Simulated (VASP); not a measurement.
Runs of VASP 6.6.1 on C. The structure is that of space group Fd-3m (No. 227), or close to it. The cells are those of the table. 

```tsv
task	cell	gap on the mesh (eV)	pressure (GPa)
relaxation of cell and atoms	relaxed from a = 2.913 Å, angles 60.0°, 2 atoms	4.20	0.0
single point	a = 2.465 Å, angles 60.0°, 2 atoms	4.30	20.9
relaxation of cell and atoms	relaxed to 10 GPa from a = 2.913 Å, angles 60.0°, 2 atoms	4.25	10.1
relaxation of cell and atoms	relaxed to 20 GPa from a = 2.913 Å, angles 60.0°, 2 atoms	4.30	20.3
single point	a = 2.497 Å, angles 60.0°, 2 atoms	4.20	0.8
relaxation of cell and atoms	relaxed to 30 GPa from a = 2.913 Å, angles 60.0°, 2 atoms	4.34	30.7
single point	a = 2.450 Å, angles 60.0°, 2 atoms	4.34	31.0
single point	a = 2.480 Å, angles 60.0°, 2 atoms	4.25	(a)
```

Alike in all rows: level LDA; potentials or basis VASP PAW LDA potentials, release 64 (C); no spin polarisation; k mesh 10 × 10 × 10; cutoff (eV) 600; smearing methfessel-paxton 0.05 eV.

Task: Fill in the values left out.

Result: (a) 10.8.

Caveats: the cell stands under pressure (at least some runs); the cell is relaxed towards a set pressure, so the run minimises the enthalpy, not the energy (at least some runs).

A k mesh can miss the band edges.
